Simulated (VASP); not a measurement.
A run of VASP 6.6.1 is set up as follows.

File INCAR:

```
SYSTEM = Si3N4
PREC     = Accurate       ! precision mode
ENCUT    = 520            ! plane-wave cutoff, eV
EDIFF    = 1E-7           ! SCF threshold, eV
ISMEAR   = -1             ! smearing method
SIGMA    = 0.02           ! smearing width, eV
LREAL    = .FALSE.        ! projectors in reciprocal space
LASPH    = .TRUE.         ! aspherical terms in the spheres
NELM     = 60             ! most SCF steps
ALGO     = Normal         ! electronic algorithm
ISIF     = 2              ! what is computed and relaxed
LWAVE    = .FALSE.        ! write WAVECAR
LCHARG   = .FALSE.        ! write CHGCAR
GGA      = PE             ! functional
NBANDS   = 45             ! bands
```

Contents of KPOINTS:

```
regular mesh
0
G
  4 4 9
  0 0 0
```

POSCAR

```
Si3N4
1.0
    7.6170000000      0.0000000000      0.0000000000
   -3.8085000000      6.5965155006      0.0000000000
    0.0000000000      0.0000000000      2.9716680000
Si N
6 8
Direct
    0.1742935229      0.7691030650      0.2500000000
    0.4051904579      0.1742935229      0.7500000000
    0.2308969350      0.4051904579      0.2500000000
    0.8257064771      0.2308969350      0.7500000000
    0.5948095421      0.8257064771      0.2500000000
    0.7691030650      0.5948095421      0.7500000000
    0.3333333333      0.6666666667      0.2500000000
    0.6666666667      0.3333333333      0.7500000000
    0.3297419037      0.0320646941      0.2500000000
    0.2976772096      0.3297419037      0.7500000000
    0.9679353059      0.2976772096      0.2500000000
    0.6702580963      0.9679353059      0.7500000000
    0.7023227904      0.6702580963      0.2500000000
    0.0320646941      0.7023227904      0.7500000000
```

Potentials or basis: VASP PAW PBE potentials, release 64 (Si, N).

The run is started by

```console
$ cat potpaw_PBE.64/Si/POTCAR potpaw_PBE.64/N/POTCAR > POTCAR
$ mpirun -np 1 vasp_std > vasp.out
```

Task: Predict the pressure.

Result: -1.2 GPa.

Task: Predict the band gap on the k mesh.

Result: 3.90 eV, indirect (least direct gap 4.21 eV).

Task: What does it give for the largest force?

Result: 0.014 eV/Å.

Stress tensor (GPa, compression positive):
```
 1.61  0.00  0.00
 0.00  1.61  0.00
 0.00  0.00 -6.86
```

Caveat: the cell differs from its parent crystal (z stretched by +2 %, then relaxed in part). A k mesh can miss the band edges.
